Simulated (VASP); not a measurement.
Set up this calculation in VASP 6.6.1, as the native input.

| Property | Result |
| --- | --- |
| Task | single point |
| Functional | PBE |
| Potentials or basis | VASP PAW PBE potentials, release 64 (Al, O) |
| Cutoff | 520 eV |
| k mesh | 5 × 4 × 1 |
| Occupations | gaussian, width 0.1 eV |
| Spin | no spin polarisation |
| Dipole correction | yes |
| Further INCAR settings | LREAL = Auto; ALGO = Normal; EDIFF = 1e-07; NBANDS = 41 |

The structure of Al16O lies in POSCAR:

```
Al16O
1.0
    5.7135165838      0.0000000000      0.0000000000
    0.0000000000      8.0801326417      0.0000000000
    0.0000000000      0.0000000000     19.7432787023
Al O
16 1
Direct
    0.2500000000      0.2500000000      0.2026005944
    0.2500000000      0.7500000000      0.2026005944
    0.7500000000      0.2500000000      0.2026005944
    0.7500000000      0.7500000000      0.2026005944
    0.0000000000      0.0000000000      0.2749482104
    0.0000000000      0.5000000000      0.2749482104
    0.5000000000      0.0000000000      0.2749482104
    0.5000000000      0.5000000000      0.2749482104
    0.2500000000      0.2500000000      0.3495466405
    0.2500000000      0.7500000000      0.3495466405
    0.7500000000      0.2500000000      0.3495466405
    0.7500000000      0.7500000000      0.3495466405
    0.0000000000      0.0000000000      0.4175232912
    0.0000000000      0.5000000000      0.4175232912
    0.5000000000      0.0000000000      0.4175232912
    0.5000000000      0.5000000000      0.4175232912
    0.1666666667      0.0000000000      0.4858638986
```

One way to write it, as run:

INCAR

```
PREC = Accurate ; ENCUT = 520
EDIFF = 1E-7 ; ISMEAR = 0
SIGMA = 0.1 ; LREAL = Auto
LASPH = True ; NELM = 100
ALGO = Normal ; ISIF = 2
LWAVE = False ; LCHARG = False
LDIPOL = True ; IDIPOL = 3
DIPOL = 0.5 0.5 0.321 ; GGA = PE
NBANDS = 41
```

KPOINTS

```
Automatic mesh
0
Gamma
  5 4 1
```

Potentials or basis: VASP PAW PBE potentials, release 64 (Al, O).

Launch:

```sh
$ cat potpaw_PBE.64/Al/POTCAR potpaw_PBE.64/O/POTCAR > POTCAR
$ mpirun -np 1 vasp_std > vasp.out
```

It gave:

```
Largest force          : 2.694 eV/Å
Band gap on the k mesh : zero (bands 27 and 28 overlap by 0.67 eV)
```

Run time: 16 min on 1 thread of Intel(R) Xeon(R) Platinum 8259CL CPU @ 2.50GHz (Skylake/Cascade Lake), with other jobs on the host, peak memory 0.82 GiB.
